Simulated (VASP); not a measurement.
# TaH2Br3 (P3m1) in VASP: single point with PBE

Aim: the single point of TaH2Br3 with PBE.

Everything below comes from runs of VASP 6.6.1. Logs are shortened: lines on timing, memory, paths and dates and some standing lists are left out, and cuts for length are marked.

**1. The cell of the first run**

The structure is trigonal, space group P3m1 (No. 156). The conventional cell has a = 3.368 Å, b = 3.368 Å, c = 13.160 Å, α = 90.00°, β = 90.00°, γ = 120.00°. Ta (site symmetry 3m) has 3 H at 2.03 Å and 4 Br at 2.43 to 2.74 Å within 2.8 Å. Within 2.6 Å of H (site symmetry 3m) lie 3 Br at 1.94 Å. H (site symmetry 3m) has 3 Ta at 2.03 Å and 4 Br at 2.52 to 2.69 Å within 2.7 Å. Within 3.4 Å of Br (site symmetry 3m) lie 1 H at 2.52 Å and 3 Ta at 2.74 Å and 6 Br at 3.37 Å. Within 2.6 Å of Br (site symmetry 3m) lie 3 H at 1.94 Å. Br (site symmetry 3m) has 1 Ta at 2.43 Å and 3 H at 2.69 Å within 3.2 Å.

**2. Single point, PBE**

The input, POSCAR:

```
TaH2Br3
1.0
    3.3680425529      0.0000000000      0.0000000000
   -1.6840212765      2.9168104119      0.0000000000
    0.0000000000      0.0000000000     13.1598814561
Ta H Br
1 2 3
Direct
    0.3333333333      0.6666666667      0.1492759527
    0.3333333333      0.6666666667      0.6596839693
    0.6666666667      0.3333333333      0.1934592341
    0.6666666667      0.3333333333      1.0022326243
    0.6666666667      0.3333333333      0.6610430719
    0.3333333333      0.6666666667      0.3343041677
```

The input, INCAR.step1:

```
SYSTEM = TaH2Br3
PREC = Accurate ; ENCUT = 520
EDIFF = 1E-6 ; ISMEAR = 0
SIGMA = 0.01 ; LREAL = .False.
LASPH = .True. ; NELM = 80
ALGO = Normal ; ISIF = 2
LWAVE = .False. ; LCHARG = .True.
LMAXMIX = 4 ; GGA = PE
NBANDS = 26
```

The input, KPOINTS.step1:

```
Automatic mesh
0
Gamma
  12 12 4
  0 0 0
```

The input, INCAR.step2:

```
SYSTEM = TaH2Br3
PREC = Accurate ; ENCUT = 520
EDIFF = 1E-6 ; ISMEAR = -5
SIGMA = 0.01 ; LREAL = .False.
LASPH = .True. ; NELM = 80
ALGO = Normal ; ISIF = 2
LWAVE = .False. ; LCHARG = .False.
LMAXMIX = 4 ; GGA = PE
LORBIT = 11 ; NEDOS = 2001
ICHARG = 11
```

The input, KPOINTS.step2:

```
Automatic mesh
0
Gamma
  18 18 6
  0 0 0
```

Potentials or basis: VASP PAW PBE potentials, release 64 (Ta_pv, H, Br).

The run is started by

```sh
cat potpaw_PBE.64/Ta_pv/POTCAR potpaw_PBE.64/H/POTCAR potpaw_PBE.64/Br/POTCAR > POTCAR
cp INCAR.step1 INCAR
cp KPOINTS.step1 KPOINTS
mpirun -np 1 vasp_std > vasp.out
cp INCAR.step2 INCAR
cp KPOINTS.step2 KPOINTS
mpirun -np 1 vasp_std > vasp.out
```

OUTCAR:

```text
SYSTEM = TaH2Br3
   PREC = Accurate
   ENCUT = 520
   EDIFF = 1E-6
   ISMEAR = -5
   LREAL = .False.
   LASPH = .True.
   NELM = 80
   ISIF = 2
   GGA = PE
   LORBIT = 11
   ICHARG = 11

 ion  position               nearest neighbor table
   1  0.333  0.667  0.149-   3 2.03   3 2.03   3 2.03   6 2.43   4 2.74   4 2.74   4 2.74
   2  0.333  0.667  0.660-
   3  0.667  0.333  0.193-   1 2.03   1 2.03   1 2.03
   4  0.667  0.333  0.002-   1 2.74   1 2.74   1 2.74
   5  0.667  0.333  0.661-
   6  0.333  0.667  0.334-   1 2.43

  LATTYP: Found a hexagonal cell.
 ALAT       =     3.3680425529
 C/A-ratio  =     3.9072788569

  Lattice vectors:

 A1 = (   3.3680425529,   0.0000000000,   0.0000000000)
 A2 = (  -1.6840212765,   2.9168104119,   0.0000000000)
 A3 = (   0.0000000000,   0.0000000000,  13.1598814561)

Analysis of symmetry for initial positions (statically):
=====================================================================
 Subroutine PRICEL returns:
 Original cell was already a primitive cell.

 Routine SETGRP: Setting up the symmetry group for a
 hexagonal supercell.

 Subroutine GETGRP returns: Found  6 space group operations
 (whereof  6 operations were pure point group operations)
 out of a pool of 24 trial point group operations.

The static configuration has the point symmetry C_3v.

Analysis of symmetry for dynamics (positions and initial velocities):
=====================================================================
 Subroutine PRICEL returns:
 Original cell was already a primitive cell.

 Routine SETGRP: Setting up the symmetry group for a
 hexagonal supercell.

 Subroutine GETGRP returns: Found  6 space group operations
 (whereof  6 operations were pure point group operations)
 out of a pool of 24 trial point group operations.

The dynamic configuration has the point symmetry C_3v.

 Subroutine INISYM returns: Found  6 space group operations
 (whereof  6 operations are pure point group operations),
 and found     1 'primitive' translations

----------------------------------------------------------------------------------------

                                     Primitive cell

  volume of cell :     129.2819

  direct lattice vectors                    reciprocal lattice vectors
     3.368042553  0.000000000  0.000000000     0.296908363  0.171420123  0.000000000
    -1.684021276  2.916810412  0.000000000     0.000000000  0.342840246  0.000000000
     0.000000000  0.000000000 13.159881456     0.000000000  0.000000000  0.075988526

  length of vectors
     3.368042553  3.368042553 13.159881456     0.342840246  0.342840246  0.075988526

  position of ions in fractional coordinates (direct lattice)
     0.333333333  0.666666667  0.149275953
     0.333333333  0.666666667  0.659683969
     0.666666667  0.333333333  0.193459234
     0.666666667  0.333333333  0.002232624
     0.666666667  0.333333333  0.661043072
     0.333333333  0.666666667  0.334304168

  ion indices of the primitive-cell ions
   primitive index   ion index
                 1           1
                 2           2
                 3           3
                 4           4
                 5           5
                 6           6

----------------------------------------------------------------------------------------

 KPOINTS: Automatic mesh

Automatic generation of k-mesh.
 Grid dimensions read from file:
 generate k-points for:   18   18    6

 Generating k-lattice:

  Cartesian coordinates                     Fractional coordinates (reciprocal lattice)
     0.016494909  0.009523340  0.000000000     0.055555556 -0.000000000  0.000000000
     0.000000000  0.019046680  0.000000000     0.000000000  0.055555556  0.000000000
     0.000000000  0.000000000  0.012664754     0.000000000  0.000000000  0.166666667

  Length of vectors
     0.019046680  0.019046680  0.012664754

  Shift w.r.t. Gamma in fractional coordinates (k-lattice)
     0.000000000  0.000000000  0.000000000

 TETIRR: Found   2825 inequivalent tetrahedra from    11664

 Subroutine IBZKPT returns following result:
 ===========================================

 Found    202 irreducible k-points:

 Following reciprocal coordinates:
            Coordinates               Weight
  0.000000  0.000000  0.000000      1.000000
  0.055556  0.000000  0.000000      6.000000
  0.111111  0.000000  0.000000      6.000000
  0.166667 -0.000000  0.000000      6.000000
  0.222222  0.000000  0.000000      6.000000
  0.277778 -0.000000  0.000000      6.000000
[... 16 lines left out ...]
  0.333333  0.111111  0.000000     12.000000
  0.388889  0.111111  0.000000     12.000000
 [... further k-points ...]
   k-points           NKPTS =    202   k-points in BZ     NKDIM =    202   number of bands    NBANDS=     21
   number of dos      NEDOS =   2001   number of ions     NIONS =      6
   total plane-waves  NPLWV =  76832
   dimension x,y,z NGX =    28 NGY =   28 NGZ =   98
   dimension x,y,z NGXF=    56 NGYF=   56 NGZF=  196
   ions per type =               1   2   3
   NGX,Y,Z   is equivalent  to a cutoff of  13.82, 13.82, 12.38 a.u.
   NGXF,Y,Z  is equivalent  to a cutoff of  27.64, 27.64, 24.76 a.u.
 SYSTEM =  TaH2Br3
   PREC   = accura    normal or accurate (medium, high low for compatibility)
   ISTART =      0    job   : 0-new  1-cont  2-samecut
   ICHARG =     11    charge: 1-file 2-atom 10-const
   ISPIN  =      1    spin polarized calculation?
   LNONCOLLINEAR =      F non collinear calculations
   LSORBIT =      F    spin-orbit coupling
   LASPH  =      T    aspherical Exc in radial PAW
   ENCUT  =  520.0 eV  38.22 Ry    6.18 a.u.   6.26  6.26 24.47*2*pi/ulx,y,z
   NELM   =     80;   NELMIN=  2; NELMDL=  0     # of ELM steps
   EDIFF  = 0.1E-05   stopping-criterion for ELM
   LREAL  =      F    real-space projection
   EDIFFG = 0.1E-04   stopping-criterion for IOM
   NSW    =      0    number of steps for IOM
   IBRION =     -1    ionic relax: 0-MD 1-quasi-New 2-CG
   NFREE  =      0    steps in history (QN), initial steepest desc. (CG)
   ISIF   =      2    stress and relaxation
   ISYM   =      2    0-nonsym 1-usesym 2-fastsym
   POTIM  = 0.5000    time-step for ionic-motion
   TEBEG  =    0.0;   TEEND  =   0.0 temperature during run
   PSTRESS=    0.0 pullay stress
   NELECT =      34.0000    total number of electrons
   NUPDOWN=      -1.0000    fix difference up-down
   EMIN   =  10.00;   EMAX   =-10.00  energy-range for DOS
   EFERMI =   0.00;   METHOD = LEGACY
   ISMEAR =    -5;   SIGMA  =   0.01  broadening in eV -4-tet -1-fermi 0-gaus
   EFERMI_NEDOS =   21; number of points for ismear=-14 and -15
   IALGO  =     38    algorithm
   IMIX   =      4    mixing-type and parameters
     AMIX     =   0.40;   BMIX     =  1.00
     AMIX_MAG =   1.60;   BMIX_MAG =  1.00
  volume/ion in A,a.u.               =      21.55       145.41
  Fermi-wavevector in a.u.,A,eV,Ry     =   1.048871  1.982078 14.968169  1.100129
  Thomas-Fermi vector in A             =   2.183810
   LORBIT       =     11    0 simple, 1 ext, 2 COOP (PROOUT), +10 PAW based schemes
   GGA     = PE    functional components
   LHFCALC =     F    Hartree Fock is set to
   AEXX    =    0.0000 exact exchange contribution
   IVDW    =     0    specifies the selected vdW correction
   LEPSILON=     F    determine dielectric tensor
   LRPA    =     F    only Hartree local field effects (RPA)
 non-spin polarized calculation
 Fermi weights with tetrahedron method with Bloechl corrections
  energy-cutoff  :      520.00
  volume of cell :      129.28
 maximum number of plane-waves:      3529
 NGX is ok and might be reduce to    28

 number of electron      34.0000005 magnetization

 Free energy of the ion-electron system (eV)
  ---------------------------------------------------
  ext. energy  EPLUGINS =         0.00000000
  ---------------------------------------------------
  free energy    TOTEN  =       -24.66503453 eV

  energy without entropy =      -24.66503453  energy(sigma->0) =      -24.66503453

 E-fermi :   2.1949     XC(G=0):  -8.4304

 val. band max:        2.1920612182   @ k =   0.0556   0.0000   0.5000
 cond. band min:       2.2547906794   @ k =   0.0556   0.0000   0.0000
 fundamental gap:      0.0627294612
 Fermi energy:         2.1948676219

 k-point     1 :       0.0000    0.0000    0.0000
  band No.  band energies     occupation
      1     -33.5526      2.00000
      2     -33.0512      2.00000
      3     -33.0512      2.00000
      4     -15.3532      2.00000
      5     -14.7483      2.00000
      6     -13.3923      2.00000
[... 13 lines left out ...]
     20       4.1904      0.00000
     21       4.1926      0.00000

 k-point     2 :       0.0556    0.0000    0.0000
  band No.  band energies     occupation
      1     -33.5514      2.00000
      2     -33.0587      2.00000
      3     -33.0530      2.00000
      4     -15.3281      2.00000
      5     -14.7163      2.00000
      6     -13.3691      2.00000
[... 13 lines left out ...]
     20       4.1123      0.00000
     21       4.2048      0.00000

 k-point     3 :       0.1111    0.0000    0.0000
  band No.  band energies     occupation
      1     -33.5482      2.00000
      2     -33.0802      2.00000
      3     -33.0579      2.00000
      4     -15.2545      2.00000
      5     -14.6221      2.00000
      6     -13.3012      2.00000
[... 13 lines left out ...]
     20       3.9500      0.00000
     21       4.2393      0.00000
[... 457 lines left out ...]
 k-point    23 :       0.3333    0.1111    0.0000
  band No.  band energies     occupation
      1     -33.5178      2.00000
      2     -33.2609      2.00000
      3     -33.1171      2.00000
      4     -14.4805      2.00000
      5     -13.5350      2.00000
      6     -12.5790      2.00000
[... 13 lines left out ...]
     20       4.6875      0.00000
     21       4.9698      0.00000

 k-point    24 :       0.3889    0.1111    0.0000
  band No.  band energies     occupation
      1     -33.5147      2.00000
      2     -33.2787      2.00000
      3     -33.1233      2.00000
      4     -14.3888      2.00000
      5     -13.3902      2.00000
      6     -12.4929      2.00000
[... 13 lines left out ...]
     20       4.6651      0.00000
     21       5.1699      0.00000

 [... further k-points ...]
[... 5 lines left out ...]
  --------------------------------------------------------------------------------------
  -------------------------------------------------------------------------------------
  Total        0.0015192      0.0015192      0.1510438     -0.0000000      0.0000000     -0.0000000
  in kB        0.0188267      0.0188267      1.8718706     -0.0000000      0.0000000     -0.0000000
  external PRESSURE =       0.6365080 kB  Pullay stress =       0.0000000 kB

 VOLUME and BASIS-vectors are now :
 -----------------------------------------------------------------------------
  energy-cutoff  :      520.00
  volume of cell :      129.28
      direct lattice vectors                 reciprocal lattice vectors
     3.368042553  0.000000000  0.000000000     0.296908363  0.171420123  0.000000000
    -1.684021276  2.916810412  0.000000000     0.000000000  0.342840246  0.000000000
     0.000000000  0.000000000 13.159881456     0.000000000  0.000000000  0.075988526

 POSITION                                       TOTAL-FORCE (eV/Angst)
 -----------------------------------------------------------------------------------
     -0.00000      1.94454      1.96445         0.000000      0.000000     -0.003547
     -0.00000      1.94454      8.68136        -0.000000     -0.000000      0.001571
      1.68402      0.97227      2.54590        -0.000000     -0.000000      0.002307
      1.68402      0.97227      0.02938        -0.000000     -0.000000     -0.013414
      1.68402      0.97227      8.69925        -0.000000     -0.000000      0.001725
     -0.00000      1.94454      4.39940        -0.000000     -0.000000      0.011358
 -----------------------------------------------------------------------------------
    total drift:                                0.000975     -0.000563     -0.004818

  FREE ENERGIE OF THE ION-ELECTRON SYSTEM (eV)
  ---------------------------------------------------
  free  energy   TOTEN  =       -24.6650345272 eV

  energy  without entropy=      -24.6650345272  energy(sigma->0) =      -24.66503453

 total charge

# of ion       s       p       d       tot
------------------------------------------
    1        0.277   6.148   2.222   8.647
    2        0.361   0.024   0.000   0.386
    3        0.537   0.018   0.000   0.555
    4        1.619   3.230   0.042   4.891
    5        1.626   3.188   0.024   4.839
    6        1.624   3.230   0.030   4.885
--------------------------------------------------
tot          6.044  15.840   2.318  24.201
```

Run time: 17 min. Hardware: 1 thread of Intel Xeon 8259CL, shared host; peak memory 0.68 GiB.

Results:

* Valence electrons inside the program's atomic spheres: Ta 8.65; H 0.39, 0.56; Br 4.89, 4.84, 4.88

Caveat: spin-orbit coupling is left out, which moves the levels of the heavy elements; this functional lacks dispersion, which binds layers or chains, so the pressure and a relaxed spacing across them are unreliable.
